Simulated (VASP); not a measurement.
Write the native input for VASP 6.6.1 that does the following.

- Task: single point
- Functional: PBEsol
- Potentials or basis: VASP PAW PBE potentials, release 64 (Zr_sv, C)
- Cutoff: 520 eV
- k mesh: 9 × 9 × 5
- Occupations: fermi-dirac, width 0.05 eV
- Spin: no spin polarisation
- Hubbard terms: Zr d U = 2.0 eV
- Dipole correction: no
- k mesh for the DOS: 14 × 14 × 8
- Occupations for the DOS: tetrahedron
- Further INCAR settings: ALGO = Normal; EDIFF = 1e-06; NBANDS = 24

Crystal: ZrC.

```
Zr C
1.0
     3.39148    0.00000    0.00000
    -1.69574    2.93710    0.00000
     0.00000    0.00000    5.29005
Zr C
2 2
Direct
  0.66667 0.33333 0.75000
  0.33333 0.66667 0.25000
  0.00000 0.00000 0.50000
  0.00000 0.00000 0.00000
```

One way to write it, as run:

POSCAR

```
ZrC
1.0
    3.3914762718      0.0000000000      0.0000000000
   -1.6957381359      2.9371046077      0.0000000000
    0.0000000000      0.0000000000      5.2900530000
Zr C
2 2
Direct
    0.6666666667      0.3333333333      0.7500000000
    0.3333333333      0.6666666667      0.2500000000
    0.0000000000      0.0000000000      0.5000000000
    0.0000000000      0.0000000000      0.0000000000
```

INCAR.step1

```
ALGO = Normal ; EDIFF = 1E-6
ENCUT = 520 ; GGA = PS
ISIF = 2 ; ISMEAR = -1
LASPH = True ; LCHARG = True
LDAU = True ; LDAUJ = 0 0
LDAUL = 2 -1 ; LDAUPRINT = 1
LDAUTYPE = 2 ; LDAUU = 2 0
LMAXMIX = 4 ; LREAL = False
LWAVE = False ; NBANDS = 24
NELM = 150 ; PREC = Accurate
SIGMA = 0.05
```

KPOINTS.step1

```
k-points
0
Gamma
  9 9 5
```

INCAR.step2

```
ALGO = Normal ; EDIFF = 1E-6
ENCUT = 520 ; GGA = PS
ICHARG = 11 ; ISIF = 2
ISMEAR = -5 ; LASPH = True
LCHARG = False ; LDAU = True
LDAUJ = 0 0 ; LDAUL = 2 -1
LDAUPRINT = 1 ; LDAUTYPE = 2
LDAUU = 2 0 ; LMAXMIX = 4
LORBIT = 10 ; LREAL = False
LWAVE = False ; NBANDS = 24
NEDOS = 2001 ; NELM = 150
PREC = Accurate ; SIGMA = 0.05
```

KPOINTS.step2

```
k-points
0
Gamma
  14 14 8
```

Potentials or basis: VASP PAW PBE potentials, release 64 (Zr_sv, C).

Command:

```sh
$ cat potpaw_PBE.64/Zr_sv/POTCAR potpaw_PBE.64/C/POTCAR > POTCAR
$ cp INCAR.step1 INCAR
$ cp KPOINTS.step1 KPOINTS
$ mpirun -np 1 vasp_std > vasp.out
$ cp INCAR.step2 INCAR
$ cp KPOINTS.step2 KPOINTS
$ mpirun -np 1 vasp_std > vasp.out
```

It gave:

```json
{"Valence electrons inside the program's atomic spheres": "Zr 9.78; C 2.32"}
```

Caveat: U without spin polarisation on a metal has little footing; the U is typed as a test and isn't derived for this compound.

Run time: 63 s on 1 thread of Intel(R) Xeon(R) 6975P-C (Granite Rapids), with other jobs on the host, peak memory 0.25 GiB.
